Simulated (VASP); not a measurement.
Set up this calculation in VASP 6.6.1, as the native input.

* Task: single point
* Functional: PBEsol
* Potentials or basis: VASP PAW PBE potentials, release 64 (Si, Ni, Zn)
* Cutoff: 520 eV
* k mesh: 9 × 9 × 1
* Occupations: gaussian, width 0.1 eV
* Spin: no spin polarisation
* Dipole correction: yes
* Further INCAR settings: ALGO = Normal; EDIFF = 1e-06; NBANDS = 44

The structure of ZnSi6Ni3 lies in POSCAR:

```
ZnSi6Ni3
1.0
    3.8123023665      0.0000000000      0.0000000000
   -1.9061511833      3.3015506963      0.0000000000
    0.0000000000      0.0000000000     26.7818296193
Si Ni Zn
6 3 1
Direct
    0.0000000000      0.0000000000      0.3173793621
    0.3333333333      0.6666666667      0.3754921179
    0.6666666667      0.3333333333      0.4336048736
    0.0000000000      0.0000000000      0.4927188741
    0.3333333333      0.6666666667      0.5509573952
    0.6666666667      0.3333333333      0.6118056740
    0.6666666667      0.3333333333      0.3464357400
    0.3333333333      0.6666666667      0.4628707866
    0.0000000000      0.0000000000      0.5778331300
    0.0000000000      0.0000000000      0.6672527945
```

These files were run (other wordings do the same):

INCAR

```
SYSTEM = ZnSi6Ni3
PREC = Accurate
ENCUT = 520
EDIFF = 1E-6
ISMEAR = 0
SIGMA = 0.1
LREAL = .FALSE.
LASPH = .TRUE.
NELM = 80
ALGO = Normal
ISIF = 2
LWAVE = .FALSE.
LCHARG = .FALSE.
LDIPOL = .TRUE.
IDIPOL = 3
DIPOL = 0.5 0.5 0.484
GGA = PS
NBANDS = 44
```

KPOINTS

```
regular mesh
0
G
  9 9 1
  0 0 0
```

Potentials or basis: VASP PAW PBE potentials, release 64 (Si, Ni, Zn).

Launch:

```bash
$ cat potpaw_PBE.64/Si/POTCAR potpaw_PBE.64/Ni/POTCAR potpaw_PBE.64/Zn/POTCAR > POTCAR
$ mpirun -np 1 vasp_std > vasp.out
```

It gave:

```yaml
Largest_force: 0.553 eV/Å
Band_gap_on_the_k_mesh: zero (band 33 reaches 2.49 eV, above the bottom of band 34 at 0.69 eV)
```

Caveat: the PAW data sets were made with another functional, which shifts forces and pressure a little.

It took 12 min on 1 thread of Intel Xeon 6975P-C (shared host), peak memory 0.49 GiB.
